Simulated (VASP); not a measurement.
Set up this calculation in VASP 6.6.1, as the native input.

```
Task                   : single point
Functional             : PBEsol
Potentials or basis    : VASP PAW PBE potentials, release 64 (Ta_sv_GW, N)
Cutoff                 : 600 eV
k mesh                 : 5 × 5 × 7
Occupations            : fermi-dirac, width 0.1 eV
Spin                   : no spin polarisation
Dipole correction      : no
Second run             : valence_matched
Further INCAR settings : ALGO = Normal; EDIFF = 1e-06; NBANDS = 36
```

The structure of TaN lies in POSCAR:

```
TaN
1.0
    5.2135581694      0.0000000000      0.0000000000
   -2.6067790847      4.5150738188      0.0000000000
    0.0000000000      0.0000000000      2.8971139362
Ta N
3 3
Direct
    0.0000000000      0.0000000000      0.0000000000
    0.3333333333      0.6666666667      0.5000000000
    0.6666666667      0.3333333333      0.5000000000
    0.5000000000      0.0000000000      0.0000000000
    0.5000000000      0.5000000000      0.0000000000
    0.0000000000      0.5000000000      0.0000000000
```

One way to write it, as run:

INCAR

```
SYSTEM = TaN
PREC = Accurate
ENCUT = 600
EDIFF = 1E-6
ISMEAR = -1
SIGMA = 0.1
LREAL = .False.
LASPH = .True.
NELM = 120
ALGO = Normal
ISIF = 2
LWAVE = .False.
LCHARG = .False.
GGA = PS
NBANDS = 36
GGA_COMPAT = .False.
```

KPOINTS

```
Automatic mesh
0
Gamma
  5 5 7
  0 0 0
```

Potentials or basis: VASP PAW PBE potentials, release 64 (Ta_sv_GW, N).

Launch:

```bash
$ cat potpaw_PBE.64/Ta_sv_GW/POTCAR potpaw_PBE.64/N/POTCAR > POTCAR
$ mpirun -np 1 vasp_std > vasp.out
```

Results of the run:

```
Pressure               : 0.2 GPa
Band gap on the k mesh : zero (band 27 reaches 12.73 eV, above the bottom of band 28 at 10.69 eV)
```

Caveat: the PAW data sets were made with another functional, which shifts forces and pressure a little; spin-orbit coupling is left out, which moves the levels of the heavy elements.

It used 200 s of CPU time on 1 thread of AMD EPYC 7R13 Processor (Zen 3) (shared host).
